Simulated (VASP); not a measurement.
# ZnS: single point with HSE06

The system is ZnS.

```
CELL_PARAMETERS angstrom
3.82010 0.00000 0.00000
-1.91005 3.30831 0.00000
0.00000 0.00000 6.17009
ATOMIC_POSITIONS crystal
Zn 0.33333 0.66667 0.99891
Zn 0.66667 0.33333 0.49891
S 0.33333 0.66667 0.37609
S 0.66667 0.33333 0.87609
```

```json
{
 "Program": "VASP 6.6.1",
 "Task": "single point",
 "Functional": "HSE06",
 "Potentials or basis": "VASP PAW PBE potentials, release 64 (Zn, S)",
 "Cutoff": "400 eV",
 "k mesh": "6 × 6 × 2",
 "Occupations": "gaussian, width 0.01 eV",
 "Spin": "no spin polarisation"
}
```

The pressure is 1.6 GPa. The largest force is 0.006 eV/Å and the band gap on the k mesh is 3.50 eV.

Forces on the atoms (eV/Å):
```
Zn   0.000  0.000 -0.006
Zn   0.000  0.000 -0.006
S    0.000  0.000  0.006
S    0.000  0.000  0.006
```

Stress tensor (GPa, compression positive):
```
1.15 0.00 0.00
0.00 1.15 0.00
0.00 0.00 2.64
```

Levels at points of the mesh, in eV from the valence-band top:
```csv
k point,band 16,band 17,band 18,band 19,band 20,band 21
"(0.00, 0.00, 0.00)",-0.01,0.00,0.00,3.50,4.22,7.53
"(0.50, 0.00, 0.00)",-2.43,-1.77,-0.94,4.71,5.59,6.27
"(0.00, 0.00, 0.50)",-0.52,-0.52,-0.52,4.79,4.79,7.99
"(0.50, 0.00, 0.50)",-1.75,-1.66,-1.66,4.73,4.73,6.43
```

Run time: 89 min on 1 thread of Intel Xeon 8259CL, on a shared host, peak memory 0.29 GiB.

Caveat: the k points lie up to 0.51 Å⁻¹ apart; the PAW data sets were made with another functional, which shifts forces and pressure a little.
